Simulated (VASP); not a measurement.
# TiN (rocksalt type) (Fm-3m) in VASP: notebook, part 3 of 3

VASP 6.6.1.

## (4) Single point, LDA

This run uses another cell than the first one, of 9.08 Å³/atom, 1.250 times its volume.

The input, INCAR:

```
PREC = Accurate
ENCUT = 910
EDIFF = 1E-6
ISMEAR = -1
SIGMA = 0.08
LREAL = F
LASPH = T
NELM = 120
ALGO = Normal
ISIF = 2
LWAVE = F
LCHARG = F
GGA = CA
NBANDS = 16
GGA_COMPAT = F
```

The input, KPOINTS:

```
regular mesh
0
Gamma
  17 17 17
```

The input, POSCAR:

```
TiN
1.0
    0.0000000000      2.0858714115      2.0858714115
    2.0858714115      0.0000000000      2.0858714115
    2.0858714115      2.0858714115      0.0000000000
Ti N
1 1
Direct
    0.0000000000      0.0000000000      0.0000000000
    0.5000000000      0.5000000000      0.5000000000
```

Potentials or basis: VASP PAW LDA potentials, release 64 (Ti_sv, N_h).

Command:

```
> cat potpaw_LDA.64/Ti_sv/POTCAR potpaw_LDA.64/N_h/POTCAR > POTCAR
> mpirun -np 1 vasp_std > vasp.out
```

OUTCAR:

```text
PREC = Accurate
   ENCUT = 910
   EDIFF = 1E-6
   ISMEAR = -1
   LREAL = F
   LASPH = T
   NELM = 120
   ISIF = 2
   GGA = CA

 ion  position               nearest neighbor table
   1  0.000  0.000  0.000-   2 2.09   2 2.09   2 2.09   2 2.09   2 2.09   2 2.09
   2  0.500  0.500  0.500-   1 2.09   1 2.09   1 2.09   1 2.09   1 2.09   1 2.09

  LATTYP: Found a face centered cubic cell.
 ALAT       =     4.1717428230

  Lattice vectors:

 A1 = (   0.0000000000,   2.0858714115,   2.0858714115)
 A2 = (   2.0858714115,   0.0000000000,   2.0858714115)
 A3 = (   2.0858714115,   2.0858714115,   0.0000000000)

Analysis of symmetry for initial positions (statically):
=====================================================================
 Subroutine PRICEL returns:
 Original cell was already a primitive cell.

 Routine SETGRP: Setting up the symmetry group for a
 face centered cubic supercell.

 Subroutine GETGRP returns: Found 48 space group operations
 (whereof 48 operations were pure point group operations)
 out of a pool of 48 trial point group operations.

The static configuration has the point symmetry O_h .

Analysis of symmetry for dynamics (positions and initial velocities):
=====================================================================
 Subroutine PRICEL returns:
 Original cell was already a primitive cell.

 Routine SETGRP: Setting up the symmetry group for a
 face centered cubic supercell.

 Subroutine GETGRP returns: Found 48 space group operations
 (whereof 48 operations were pure point group operations)
 out of a pool of 48 trial point group operations.

The dynamic configuration has the point symmetry O_h .

 Subroutine INISYM returns: Found 48 space group operations
 (whereof 48 operations are pure point group operations),
 and found     1 'primitive' translations

----------------------------------------------------------------------------------------

                                     Primitive cell

  volume of cell :      18.1507

  direct lattice vectors                    reciprocal lattice vectors
     0.000000000  2.085871411  2.085871411    -0.239707969  0.239707969  0.239707969
     2.085871411  0.000000000  2.085871411     0.239707969 -0.239707969  0.239707969
     2.085871411  2.085871411  0.000000000     0.239707969  0.239707969 -0.239707969

  length of vectors
     2.949867640  2.949867640  2.949867640     0.415186382  0.415186382  0.415186382

  position of ions in fractional coordinates (direct lattice)
     0.000000000  0.000000000  0.000000000
     0.500000000  0.500000000  0.500000000

  ion indices of the primitive-cell ions
   primitive index   ion index
                 1           1
                 2           2

----------------------------------------------------------------------------------------

 KPOINTS: regular mesh

Automatic generation of k-mesh.
 Grid dimensions read from file:
 generate k-points for:   17   17   17

 Generating k-lattice:

  Cartesian coordinates                     Fractional coordinates (reciprocal lattice)
    -0.014100469  0.014100469  0.014100469     0.058823529  0.000000000  0.000000000
     0.014100469 -0.014100469  0.014100469     0.000000000  0.058823529  0.000000000
     0.014100469  0.014100469 -0.014100469     0.000000000  0.000000000  0.058823529

  Length of vectors
     0.024422728  0.024422728  0.024422728

  Shift w.r.t. Gamma in fractional coordinates (k-lattice)
     0.000000000  0.000000000  0.000000000

 Subroutine IBZKPT returns following result:
 ===========================================

 Found    165 irreducible k-points:

 Following reciprocal coordinates:
            Coordinates               Weight
  0.000000  0.000000  0.000000      1.000000
  0.058824  0.000000  0.000000      8.000000
  0.117647  0.000000  0.000000      8.000000
  0.176471  0.000000  0.000000      8.000000
  0.235294  0.000000  0.000000      8.000000
  0.294118  0.000000  0.000000      8.000000
[... 16 lines left out ...]
 -0.176471  0.058824  0.000000     24.000000
 -0.117647  0.058824  0.000000     24.000000
 [... further k-points ...]
   k-points           NKPTS =    165   k-points in BZ     NKDIM =    165   number of bands    NBANDS=     16
   number of dos      NEDOS =    301   number of ions     NIONS =      2
   total plane-waves  NPLWV =  27000
   dimension x,y,z NGX =    30 NGY =   30 NGZ =   30
   dimension x,y,z NGXF=    60 NGYF=   60 NGZF=   60
   ions per type =               1   1
   NGX,Y,Z   is equivalent  to a cutoff of  16.91, 16.91, 16.91 a.u.
   NGXF,Y,Z  is equivalent  to a cutoff of  33.81, 33.81, 33.81 a.u.
 SYSTEM =  unknown system
   PREC   = accura    normal or accurate (medium, high low for compatibility)
   ISTART =      0    job   : 0-new  1-cont  2-samecut
   ICHARG =      2    charge: 1-file 2-atom 10-const
   ISPIN  =      1    spin polarized calculation?
   LNONCOLLINEAR =      F non collinear calculations
   LSORBIT =      F    spin-orbit coupling
   LASPH  =      T    aspherical Exc in radial PAW
   ENCUT  =  910.0 eV  66.88 Ry    8.18 a.u.   7.26  7.26  7.26*2*pi/ulx,y,z
   NELM   =    120;   NELMIN=  2; NELMDL= -5     # of ELM steps
   EDIFF  = 0.1E-05   stopping-criterion for ELM
   LREAL  =      F    real-space projection
   EDIFFG = 0.1E-04   stopping-criterion for IOM
   NSW    =      0    number of steps for IOM
   IBRION =     -1    ionic relax: 0-MD 1-quasi-New 2-CG
   NFREE  =      0    steps in history (QN), initial steepest desc. (CG)
   ISIF   =      2    stress and relaxation
   ISYM   =      2    0-nonsym 1-usesym 2-fastsym
   POTIM  = 0.5000    time-step for ionic-motion
   TEBEG  =    0.0;   TEEND  =   0.0 temperature during run
   PSTRESS=    0.0 pullay stress
   NELECT =      17.0000    total number of electrons
   NUPDOWN=      -1.0000    fix difference up-down
   EMIN   =  10.00;   EMAX   =-10.00  energy-range for DOS
   EFERMI =   0.00;   METHOD = LEGACY
   ISMEAR =    -1;   SIGMA  =   0.08  broadening in eV -4-tet -1-fermi 0-gaus
   EFERMI_NEDOS =   21; number of points for ismear=-14 and -15
   IALGO  =     38    algorithm
   IMIX   =      4    mixing-type and parameters
     AMIX     =   0.40;   BMIX     =  1.00
     AMIX_MAG =   1.60;   BMIX_MAG =  1.00
  volume/ion in A,a.u.               =       9.08        61.24
  Fermi-wavevector in a.u.,A,eV,Ry     =   1.601746  3.026861 34.906968  2.565590
  Thomas-Fermi vector in A             =   2.698676
   LORBIT       =      0    0 simple, 1 ext, 2 COOP (PROOUT), +10 PAW based schemes
   GGA     = CA    functional components
   LHFCALC =     F    Hartree Fock is set to
   AEXX    =    0.0000 exact exchange contribution
   IVDW    =     0    specifies the selected vdW correction
   LEPSILON=     F    determine dielectric tensor
   LRPA    =     F    only Hartree local field effects (RPA)
 non-spin polarized calculation
  energy-cutoff  :      910.00
  volume of cell :       18.15
 maximum number of plane-waves:      1151
 NGX is ok and might be reduce to    30
   NGX = 15   NGY = 15   NGZ = 15

 number of electron      16.9999999 magnetization

 Free energy of the ion-electron system (eV)
  ---------------------------------------------------
  ext. energy  EPLUGINS =         0.00000000
  ---------------------------------------------------
  free energy    TOTEN  =       -21.68375833 eV

  energy without entropy =      -21.66752002  energy(sigma->0) =      -21.67563918

 E-fermi :  12.2473     XC(G=0): -13.6654

 val. band max:       12.2464025975   @ k =  -0.1176   0.0588   0.0000
 cond. band min:      12.2717008567   @ k =  -0.1765   0.1176   0.0000
 fundamental gap:      0.0252982592
 Fermi energy:        12.2472765669

 k-point     1 :       0.0000    0.0000    0.0000
  band No.  band energies     occupation
      1     -44.8178      2.00000
      2     -21.1330      2.00000
      3     -21.1330      2.00000
      4     -21.1330      2.00000
      5      -4.8763      2.00000
      6      10.1964      2.00000
[... 8 lines left out ...]
     15      25.5879      0.00000
     16      32.7372      0.00000
[... 419 lines left out ...]
 k-point    24 :      -0.1176    0.0588    0.0000
  band No.  band energies     occupation
      1     -44.7921      2.00000
      2     -21.2917      2.00000
      3     -21.1669      2.00000
      4     -21.1373      2.00000
      5      -4.4225      2.00000
      6       8.3089      2.00000
[... 8 lines left out ...]
     15      25.8725      0.00000
     16      31.3396      0.00000

 [... further k-points ...]

------------------------ aborting loop because EDIFF is reached ----------------------------------------

  FORCE on cell =-STRESS in cart. coord.  units (eV):
  Direction    XX          YY          ZZ          XY          YZ          ZX
  --------------------------------------------------------------------------------------
  -------------------------------------------------------------------------------------
  Total        0.1006845      0.1006845      0.1006845      0.0000000      0.0000000      0.0000000
  in kB        8.8875172      8.8875172      8.8875172      0.0000000      0.0000000      0.0000000
  external PRESSURE =       8.8875172 kB  Pullay stress =       0.0000000 kB

 VOLUME and BASIS-vectors are now :
 -----------------------------------------------------------------------------
  energy-cutoff  :      910.00
  volume of cell :       18.15
      direct lattice vectors                 reciprocal lattice vectors
     0.000000000  2.085871411  2.085871411    -0.239707969  0.239707969  0.239707969
     2.085871411  0.000000000  2.085871411     0.239707969 -0.239707969  0.239707969
     2.085871411  2.085871411  0.000000000     0.239707969  0.239707969 -0.239707969

 POSITION                                       TOTAL-FORCE (eV/Angst)
 -----------------------------------------------------------------------------------
      0.00000      0.00000      0.00000         0.000000      0.000000      0.000000
      2.08587      2.08587      2.08587         0.000000      0.000000     -0.000000
 -----------------------------------------------------------------------------------
    total drift:                               -0.000000      0.000000      0.000000

  FREE ENERGIE OF THE ION-ELECTRON SYSTEM (eV)
  ---------------------------------------------------
  free  energy   TOTEN  =       -21.6837583331 eV

  energy  without entropy=      -21.6675200172  energy(sigma->0) =      -21.67563918
```

OSZICAR:

```text
N       E                     dE             d eps       ncg     rms          rms(c)
DAV:   1     0.174108245703E+03    0.17411E+03   -0.11902E+04  5288   0.189E+03
DAV:   2    -0.129496082243E+02   -0.18706E+03   -0.17360E+03  5960   0.427E+02
DAV:   3    -0.262536473947E+02   -0.13304E+02   -0.13029E+02  6496   0.106E+02
DAV:   4    -0.266841298059E+02   -0.43048E+00   -0.42994E+00  6520   0.182E+01
DAV:   5    -0.266937599332E+02   -0.96301E-02   -0.96298E-02  6368   0.252E+00    0.190E+01
DAV:   6    -0.220799817726E+02    0.46138E+01   -0.12484E+01  7216   0.538E+01    0.694E+00
DAV:   7    -0.217287792752E+02    0.35120E+00   -0.16203E+00  6712   0.158E+01    0.517E+00
DAV:   8    -0.218522486861E+02   -0.12347E+00   -0.85037E-01  7248   0.132E+01    0.514E+00
DAV:   9    -0.216906273001E+02    0.16162E+00   -0.22653E-01  6232   0.752E+00    0.123E+00
DAV:  10    -0.216866239487E+02    0.40034E-02   -0.29546E-02  6160   0.201E+00    0.361E-01
DAV:  11    -0.216837999934E+02    0.28240E-02   -0.45843E-03  8056   0.680E-01    0.129E-01
DAV:  12    -0.216837948338E+02    0.51596E-05   -0.38172E-04  5592   0.172E-01    0.947E-02
DAV:  13    -0.216837740985E+02    0.20735E-04   -0.23258E-04  5632   0.239E-01    0.482E-02
DAV:  14    -0.216837583317E+02    0.15767E-04   -0.31709E-05  5984   0.907E-02    0.789E-03
DAV:  15    -0.216837583331E+02   -0.14015E-08   -0.82955E-07  5072   0.112E-02
   1 F= -.21683758E+02 E0= -.21675639E+02  d E =-.162383E-01
```

It took 51 s on 1 thread of Intel Xeon 6975P-C (Granite Rapids), shared host; peak memory 0.23 GiB.

What came out:

| Item | Value |
| --- | --- |
| Free energy | -21.6838 eV |
| Pressure | 0.9 GPa |

Caveat: the cutoff is under 1.25 times the usual one of these potentials, so pressure, stress and relaxed cells hold a basis-set (Pulay) error.

## (5) The runs side by side

| potentials or basis | cell | cutoff (eV) | second run | gap on the mesh (eV) | pressure (GPa) |
| --- | --- | --- | --- | --- | --- |
| VASP PAW LDA potentials, release 64 (Ti_sv, N) | a = 2.738 Å, angles 60.0°, 2 atoms | 520 | - | none | 115.4 |
| VASP PAW LDA potentials, release 64 (Ti_sv, N) | a = 2.827 Å, angles 60.0°, 2 atoms | 520 | - | none | 54.9 |
| VASP PAW LDA potentials, release 64 (Ti_sv, N_h) | a = 2.950 Å, angles 60.0°, 2 atoms | 910 | hard_potentials | none | 0.9 |

Alike in all rows: task single point; level LDA; no spin polarisation; k mesh 17 × 17 × 17; smearing fermi-dirac 0.08 eV.

Caveats: the cutoff is under 1.25 times the usual one of these potentials, so pressure, stress and relaxed cells hold a basis-set (Pulay) error (some runs).

Absolute energies hang on the potentials; compare differences alone.
